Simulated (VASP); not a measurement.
A run of VASP 6.6.1:

The input INCAR:

```
PREC = Accurate
ENCUT = 520
EDIFF = 1E-7
ISMEAR = 0
SIGMA = 0.02
LREAL = False
LASPH = True
NELM = 100
ALGO = Normal
ISIF = 2
LWAVE = False
LCHARG = False
NBANDS = 25
```

File KPOINTS:

```
Automatic mesh
0
Gamma
  6 6 6
```

The input POSCAR:

```
SiO2
1.0
   -2.6256858640      2.6256858640      3.7146324804
    2.6256858640     -2.6256858640      3.7146324804
    2.6256858640      2.6256858640     -3.7146324804
Si O
2 4
Direct
    0.0000000000      0.0000000000      0.0000000000
    0.7500000000      0.2500000000      0.5000000000
    0.3750000000      0.1257475745      0.2507475745
    0.8757475745      0.6250000000      0.7507475745
    0.8742524255      0.1250000000      0.2492524255
    0.8750000000      0.1242524255      0.7492524255
```

Potentials or basis: VASP PAW LDA potentials, release 64 (Si, O).

Command:

```sh
$ cat potpaw_LDA.64/Si/POTCAR potpaw_LDA.64/O/POTCAR > POTCAR
$ mpirun -np 1 vasp_std > vasp.out
```

Hardware: 1 thread of Intel(R) Xeon(R) 6975P-C (Granite Rapids), on a shared host.

**Question.** Estimate the wall time of this run.

**Answer.** It took 31 s on 1 thread of Intel(R) Xeon(R) 6975P-C (Granite Rapids), with other jobs on the host, peak memory 0.22 GiB. Counts: scf iterations 14, k points 30.
